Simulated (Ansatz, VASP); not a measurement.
**One calculation of ZnW2, two programs**

INCAR

```
SYSTEM = ZnW2
PREC = Accurate
ENCUT = 600
EDIFF = 1E-6
ISMEAR = 0
SIGMA = 0.1
LREAL = .FALSE.
LASPH = .TRUE.
NELM = 60
ALGO = Fast
ISIF = 3
LWAVE = .FALSE.
LCHARG = .FALSE.
GGA = PE
IBRION = 2
NSW = 100
EDIFFG = -0.01
```

KPOINTS

```
regular mesh
0
G
  10 10 10
  0 0 0
```

The input POSCAR:

```
ZnW2
1.0
    0.0000000000      3.7414696440      3.7414696440
    3.7414696440      0.0000000000      3.7414696440
    3.7414696440      3.7414696440      0.0000000000
Zn W
2 4
Direct
    0.5000000000      0.5000000000      0.5000000000
    0.7500000000      0.7500000000      0.7500000000
    0.1250000000      0.1250000000      0.1250000000
    0.6250000000      0.1250000000      0.1250000000
    0.1250000000      0.1250000000      0.6250000000
    0.1250000000      0.6250000000      0.1250000000
```

Input for Ansatz:

```yaml
crystal:
  lattice:
    - [0.0, 3.741469644, 3.741469644]
    - [3.741469644, 0.0, 3.741469644]
    - [3.741469644, 3.741469644, 0.0]
  atoms:
    - { symbol: Zn, position: [0.5, 0.5, 0.5] }
    - { symbol: Zn, position: [0.75, 0.75, 0.75] }
    - { symbol: W, position: [0.125, 0.125, 0.125] }
    - { symbol: W, position: [0.625, 0.125, 0.125] }
    - { symbol: W, position: [0.125, 0.125, 0.625] }
    - { symbol: W, position: [0.125, 0.625, 0.125] }
basis:
  ecutwfc: 420
kpoints:
  mp_grid: { grid: [10, 10, 10] }
hamiltonian:
  xc: pbe
scf:
  occupations: { method: gaussian, width: 0.1 }
output:
  forces: true
  stress: true
  eigenvalues: true
relax:
  adjacent_minimum: "off"
  f_tol: 0.01
  max_steps: 80
  cell: { stress_tol: 0.05 }
```

Alike in both runs: task relaxation of cell and atoms; functional PBE; k mesh 10 × 10 × 10; occupations gaussian, width 0.1 eV; no spin polarisation.

```csv
,VASP,Ansatz
version,VASP 6.6.1,Ansatz 0.2.0
potentials or method,"VASP PAW PBE potentials, release 64 (Zn, W_sv), cutoff 600 eV","scalar-relativistic, plane waves, PAW"
valence electrons in the cell,80,80
```

|  | VASP | Ansatz | Ansatz less VASP |
| --- | --- | --- | --- |
| gap on the k mesh at the Fermi level, each at its own relaxed structure (eV) | none | none | - |
| relaxed volume (Å³/atom) | 17.46 | 17.41 | -0.047 |
| relaxed cell length with the largest relative difference (Å) | 5.291 | 5.287 | -0.0047 |

A gap of «none» marks a metal or a gap that the smearing closes.

Neither program's run includes spin-orbit coupling. Noted on VASP's run: the relaxation stopped at its first step, so nothing moved.
